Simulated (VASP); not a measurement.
# W (R3m) in VASP: single point with r2SCAN

Aim: the single point of W with r2SCAN.

All numbers are computed with VASP 6.6.1; they aren't measurements. Logs are shortened: lines on timing, memory, paths and dates and some standing lists are left out, and cuts for length are marked.

### 1 The cell of the first run

Symmetry: R3m, No. 160, trigonal system. The conventional cell has a = 5.742 Å, b = 5.742 Å, c = 14.064 Å, α = 90.00°, β = 90.00°, γ = 120.00°. Within 3.7 Å of W (site symmetry 3m) lie 12 W at 2.84 to 2.90 Å. Within 3.8 Å of W (site symmetry m) lie 12 W at 2.87 Å. Within 3.7 Å of W (site symmetry m) lie 12 W at 2.84 to 2.90 Å. Within 3.8 Å of W (site symmetry 3m) lie 12 W at 2.87 Å.

### 2 Single point, r2SCAN (atom 1 (W) moved -0.040 Å along Cartesian [1 1 1])

Input file POSCAR:

```
W
1.0
    4.0600000000     -4.0600000000      0.0000000000
    4.0600000000      0.0000000000      4.0600000000
    0.0000000000     -4.0600000000      4.0600000000
W
8
Direct
    0.5028440900     -0.0085322700      0.0028440900
    0.5000000000      0.0000000000      0.5000000000
    0.5000000000      0.5000000000      0.0000000000
    0.5000000000      0.5000000000      0.5000000000
    0.0000000000      0.0000000000      0.0000000000
    0.0000000000      0.0000000000      0.5000000000
    0.0000000000      0.5000000000      0.0000000000
    0.0000000000      0.5000000000      0.5000000000
```

Input file INCAR.step1:

```
ALGO = Normal
EDIFF = 1E-5
ENCUT = 550
GGA = PE
GGA_COMPAT = False
ISMEAR = 0
KPAR = 4
LASPH = True
LCHARG = False
LREAL = False
LWAVE = True
NBANDS = 66
NELM = 120
PREC = Accurate
SIGMA = 0.15
```

Input file INCAR.step2:

```
ALGO = Normal
EDIFF = 1E-6
ENCUT = 550
GGA_COMPAT = False
ISIF = 2
ISMEAR = 0
ISTART = 1
KPAR = 4
LASPH = True
LCHARG = True
LMIXTAU = True
LREAL = False
LVHAR = True
LWAVE = False
METAGGA = R2SCAN
NBANDS = 66
NELM = 120
PREC = Accurate
SIGMA = 0.15
```

Input file KPOINTS:

```
k-points
0
Gamma
  10 10 10
```

Potentials or basis: VASP PAW PBE potentials, release 64 (W_sv).

Run with:

```bash
$ cat potpaw_PBE.64/W_sv/POTCAR > POTCAR
$ cp INCAR.step1 INCAR
$ mpirun -np 4 vasp_std > vasp.out
$ cp INCAR.step2 INCAR
$ mpirun -np 4 vasp_std > vasp.out
```

OUTCAR:

```text
EDIFF = 1E-6
   ENCUT = 550
   ISIF = 2
   ISMEAR = 0
   ISTART = 1
   LASPH = True
   LREAL = False
   METAGGA = R2SCAN
   NELM = 120
   PREC = Accurate

 ion  position               nearest neighbor table
   1  0.503  0.991  0.003-   3 2.84   4 2.84   7 2.84   6 2.87   5 2.87   2 2.87   2 2.87   5 2.87
                             6 2.87   7 2.90   3 2.90   4 2.90
   2  0.500  0.000  0.500-   4 2.87   6 2.87   3 2.87   5 2.87   3 2.87   4 2.87   8 2.87   5 2.87
                             6 2.87   8 2.87   1 2.87   1 2.87
   3  0.500  0.500  0.000-   1 2.84   4 2.87   7 2.87   2 2.87   4 2.87   8 2.87   2 2.87   5 2.87
                             5 2.87   7 2.87   8 2.87   1 2.90
   4  0.500  0.500  0.500-   1 2.84   2 2.87   3 2.87   8 2.87   3 2.87   7 2.87   2 2.87   6 2.87
                             6 2.87   7 2.87   8 2.87   1 2.90
   5  0.000  0.000  0.000-   6 2.87   7 2.87   2 2.87   6 2.87   8 2.87   3 2.87   7 2.87   8 2.87
                             2 2.87   3 2.87   1 2.87   1 2.87
   6  0.000  0.000  0.500-   2 2.87   5 2.87   8 2.87   5 2.87   7 2.87   4 2.87   7 2.87   8 2.87
                             2 2.87   4 2.87   1 2.87   1 2.87
   7  0.000  0.500  0.000-   1 2.84   3 2.87   5 2.87   8 2.87   4 2.87   6 2.87   8 2.87   5 2.87
                             6 2.87   3 2.87   4 2.87   1 2.90
   8  0.000  0.500  0.500-   4 2.87   6 2.87   7 2.87   3 2.87   5 2.87   7 2.87   2 2.87   5 2.87
                             6 2.87   2 2.87   3 2.87   4 2.87

  LATTYP: Found a face centered cubic cell.
 ALAT       =     8.1200000000

  Lattice vectors:

 A1 = (   4.0600000000,  -4.0600000000,   0.0000000000)
 A2 = (   4.0600000000,   0.0000000000,   4.0600000000)
 A3 = (   0.0000000000,  -4.0600000000,   4.0600000000)

Analysis of symmetry for initial positions (statically):
=====================================================================
 Subroutine PRICEL returns:
 Original cell was already a primitive cell.

 Routine SETGRP: Setting up the symmetry group for a
 face centered cubic supercell.

 Subroutine GETGRP returns: Found  6 space group operations
 (whereof  2 operations were pure point group operations)
 out of a pool of 48 trial point group operations.

The static configuration has the point symmetry C_1h.
 The point group associated with its full space group is C_3v.

Analysis of symmetry for dynamics (positions and initial velocities):
=====================================================================
 Subroutine PRICEL returns:
 Original cell was already a primitive cell.

 Routine SETGRP: Setting up the symmetry group for a
 face centered cubic supercell.

 Subroutine GETGRP returns: Found  6 space group operations
 (whereof  2 operations were pure point group operations)
 out of a pool of 48 trial point group operations.

The dynamic configuration has the point symmetry C_1h.
 The point group associated with its full space group is C_3v.

 Subroutine INISYM returns: Found  6 space group operations
 (whereof  2 operations are pure point group operations),
 and found     1 'primitive' translations

----------------------------------------------------------------------------------------

                                     Primitive cell

  volume of cell :     133.8468

  direct lattice vectors                    reciprocal lattice vectors
     4.060000000 -4.060000000  0.000000000     0.123152709 -0.123152709 -0.123152709
     4.060000000  0.000000000  4.060000000     0.123152709  0.123152709  0.123152709
     0.000000000 -4.060000000  4.060000000    -0.123152709 -0.123152709  0.123152709

  length of vectors
     5.741707063  5.741707063  5.741707063     0.213306750  0.213306750  0.213306750

  position of ions in fractional coordinates (direct lattice)
     0.502844090  0.991467730  0.002844090
     0.500000000  0.000000000  0.500000000
     0.500000000  0.500000000  0.000000000
     0.500000000  0.500000000  0.500000000
     0.000000000  0.000000000  0.000000000
     0.000000000  0.000000000  0.500000000
     0.000000000  0.500000000  0.000000000
     0.000000000  0.500000000  0.500000000

  ion indices of the primitive-cell ions
   primitive index   ion index
                 1           1
                 2           2
                 3           3
                 4           4
                 5           5
                 6           6
                 7           7
                 8           8

----------------------------------------------------------------------------------------

 KPOINTS: k-points

Automatic generation of k-mesh.
 Grid dimensions read from file:
 generate k-points for:   10   10   10

 Generating k-lattice:

  Cartesian coordinates                     Fractional coordinates (reciprocal lattice)
     0.012315271 -0.012315271 -0.012315271     0.100000000  0.000000000  0.000000000
     0.012315271  0.012315271  0.012315271     0.000000000  0.100000000  0.000000000
    -0.012315271 -0.012315271  0.012315271     0.000000000  0.000000000  0.100000000

  Length of vectors
     0.021330675  0.021330675  0.021330675

  Shift w.r.t. Gamma in fractional coordinates (k-lattice)
     0.000000000  0.000000000  0.000000000

 Subroutine IBZKPT returns following result:
 ===========================================

 Found    116 irreducible k-points:

 Following reciprocal coordinates:
            Coordinates               Weight
  0.000000  0.000000  0.000000      1.000000
  0.100000  0.000000  0.000000      6.000000
  0.000000  0.100000  0.000000      2.000000
  0.200000  0.000000  0.000000      6.000000
  0.000000  0.200000  0.000000      2.000000
  0.300000  0.000000  0.000000      6.000000
[... 16 lines left out ...]
  0.000000  0.500000  0.100000      6.000000
  0.100000  0.000000  0.500000     12.000000
 [... further k-points ...]
   k-points           NKPTS =    116   k-points in BZ     NKDIM =    116   number of bands    NBANDS=     66
   number of dos      NEDOS =    301   number of ions     NIONS =      8
   total plane-waves  NPLWV = 110592
   dimension x,y,z NGX =    48 NGY =   48 NGZ =   48
   dimension x,y,z NGXF=    96 NGYF=   96 NGZF=   96
   ions per type =               8
   NGX,Y,Z   is equivalent  to a cutoff of  13.90, 13.90, 13.90 a.u.
   NGXF,Y,Z  is equivalent  to a cutoff of  27.80, 27.80, 27.80 a.u.
 SYSTEM =  unknown system
   PREC   = accura    normal or accurate (medium, high low for compatibility)
   ISTART =      1    job   : 0-new  1-cont  2-samecut
   ICHARG =      0    charge: 1-file 2-atom 10-const
   ISPIN  =      1    spin polarized calculation?
   LNONCOLLINEAR =      F non collinear calculations
   LSORBIT =      F    spin-orbit coupling
   LASPH  =      T    aspherical Exc in radial PAW
   ENCUT  =  550.0 eV  40.42 Ry    6.36 a.u.  10.98 10.98 10.98*2*pi/ulx,y,z
   NELM   =    120;   NELMIN=  2; NELMDL=  0     # of ELM steps
   EDIFF  = 0.1E-05   stopping-criterion for ELM
   LREAL  =      F    real-space projection
[... 7 lines left out ...]
   TEBEG  =    0.0;   TEEND  =   0.0 temperature during run
   PSTRESS=    0.0 pullay stress
   NELECT =     112.0000    total number of electrons
   NUPDOWN=      -1.0000    fix difference up-down
   EMIN   =  10.00;   EMAX   =-10.00  energy-range for DOS
   EFERMI =   0.00;   METHOD = LEGACY
   ISMEAR =     0;   SIGMA  =   0.15  broadening in eV -4-tet -1-fermi 0-gaus
   EFERMI_NEDOS =   21; number of points for ismear=-14 and -15
   IALGO  =     38    algorithm
   IMIX   =      4    mixing-type and parameters
     AMIX     =   0.40;   BMIX     =  1.00
     AMIX_MAG =   1.60;   BMIX_MAG =  1.00
  volume/ion in A,a.u.               =      16.73       112.91
  Fermi-wavevector in a.u.,A,eV,Ry     =   1.542688  2.915258 32.380324  2.379887
  Thomas-Fermi vector in A             =   2.648457
   LORBIT       =      0    0 simple, 1 ext, 2 COOP (PROOUT), +10 PAW based schemes
   METAGGA = R2SCAN    functional components
   LHFCALC =     F    Hartree Fock is set to
   AEXX    =    0.0000 exact exchange contribution
   IVDW    =     0    specifies the selected vdW correction
   LEPSILON=     F    determine dielectric tensor
   LRPA    =     F    only Hartree local field effects (RPA)
 non-spin polarized calculation
 Gauss-broadening in eV      SIGMA  =   0.15
  energy-cutoff  :      550.00
  volume of cell :      133.85
 maximum number of plane-waves:      3948
 NGX is ok and might be reduce to    48
   NGX = 21   NGY = 21   NGZ = 21

 number of electron     112.0000013 magnetization

 Free energy of the ion-electron system (eV)
  ---------------------------------------------------
  ext. energy  EPLUGINS =         0.00000000
  ---------------------------------------------------
  free energy    TOTEN  =      -406.31560784 eV

  energy without entropy =     -406.19426592  energy(sigma->0) =     -406.25493688

 E-fermi :  10.0824     XC(G=0): -14.6080

 val. band max:       10.0721872188   @ k =   0.1000   0.0000   0.4000
 cond. band min:      10.0869079810   @ k =   0.5000   0.5000   0.0000
 fundamental gap:      0.0147207622
 Fermi energy:        10.0823862214

 k-point     1 :       0.0000    0.0000    0.0000
  band No.  band energies     occupation
      1     -65.5790      2.00000
      2     -65.4688      2.00000
      3     -65.4688      2.00000
      4     -65.4688      2.00000
      5     -65.4679      2.00000
      6     -65.4326      2.00000
[... 58 lines left out ...]
     65      15.2100      0.00000
     66      15.2194      0.00000

 k-point     2 :       0.1000    0.0000    0.0000
  band No.  band energies     occupation
      1     -65.5763      2.00000
      2     -65.4714      2.00000
      3     -65.4681      2.00000
      4     -65.4679      2.00000
      5     -65.4671      2.00000
      6     -65.4336      2.00000
[... 58 lines left out ...]
     65      15.0392      0.00000
     66      15.0456      0.00000

 k-point     3 :       0.0000    0.1000    0.0000
  band No.  band energies     occupation
      1     -65.5763      2.00000
      2     -65.4714      2.00000
      3     -65.4679      2.00000
      4     -65.4679      2.00000
      5     -65.4673      2.00000
      6     -65.4335      2.00000
[... 1438 lines left out ...]
     65      12.3466      0.00000
     66      12.5556      0.00000

 k-point    24 :       0.1000    0.0000    0.5000
  band No.  band energies     occupation
      1     -65.5280      2.00000
      2     -65.5165      2.00000
      3     -65.4585      2.00000
      4     -65.4569      2.00000
      5     -65.4552      2.00000
      6     -65.4467      2.00000
[... 58 lines left out ...]
     65      12.3454      0.00000
     66      12.5634      0.00000

 [... further k-points ...]
[... 5 lines left out ...]
  --------------------------------------------------------------------------------------
  -------------------------------------------------------------------------------------
  Total       -6.5308769     -6.5308769     -6.5308769     -0.0562291     -0.0562291     -0.0562291
  in kB      -78.1760965    -78.1760965    -78.1760965     -0.6730752     -0.6730752     -0.6730752
  external PRESSURE =     -78.1760965 kB  Pullay stress =       0.0000000 kB

 VOLUME and BASIS-vectors are now :
 -----------------------------------------------------------------------------
  energy-cutoff  :      550.00
  volume of cell :      133.85
      direct lattice vectors                 reciprocal lattice vectors
     4.060000000 -4.060000000  0.000000000     0.123152709 -0.123152709 -0.123152709
     4.060000000  0.000000000  4.060000000     0.123152709  0.123152709  0.123152709
     0.000000000 -4.060000000  4.060000000    -0.123152709 -0.123152709  0.123152709

 POSITION                                       TOTAL-FORCE (eV/Angst)
 -----------------------------------------------------------------------------------
      6.06691     -2.05309      4.03691         0.235011      0.235011      0.235011
      2.03000     -4.06000      2.03000         0.049255      0.051398      0.051398
      4.06000     -2.03000      2.03000        -0.212586      0.049455     -0.212586
      4.06000     -4.06000      4.06000        -0.212586     -0.212586      0.049455
      0.00000      0.00000      0.00000         0.051398      0.051398      0.049255
      0.00000     -2.03000      2.03000         0.051398      0.049255      0.051398
      2.03000      0.00000      2.03000         0.049455     -0.212586     -0.212586
      2.03000     -2.03000      4.06000        -0.011346     -0.011346     -0.011346
 -----------------------------------------------------------------------------------
    total drift:                                0.000005      0.000005      0.000005

  FREE ENERGIE OF THE ION-ELECTRON SYSTEM (eV)
  ---------------------------------------------------
  free  energy   TOTEN  =      -406.3156078448 eV

  energy  without entropy=     -406.1942659211  energy(sigma->0) =     -406.25493688
```

Wall time 16 min (4 MPI ranks of Intel Xeon 6975P-C (Granite Rapids), shared host); peak memory 0.85 GiB.

Results:

* Free energy: -406.3156 eV
* Pressure: -7.8 GPa
* Largest force: 0.407 eV/Å
* Band gap on the k mesh: zero (bands 56 and 57 overlap by 0.77 eV)

Forces on the atoms (eV/Å):
```
W    0.235  0.235  0.235
W    0.049  0.051  0.051
W   -0.213  0.049 -0.213
W   -0.213 -0.213  0.049
W    0.051  0.051  0.049
W    0.051  0.049  0.051
W    0.049 -0.213 -0.213
W   -0.011 -0.011 -0.011
```

Caveat: the cell differs from its parent crystal (atom 1 (W) moved -0.040 Å along Cartesian [1 1 1]); the cell stands under tension; the PAW data sets were made with another functional, which shifts forces and pressure a little; spin-orbit coupling is left out, which moves the levels of the heavy elements.
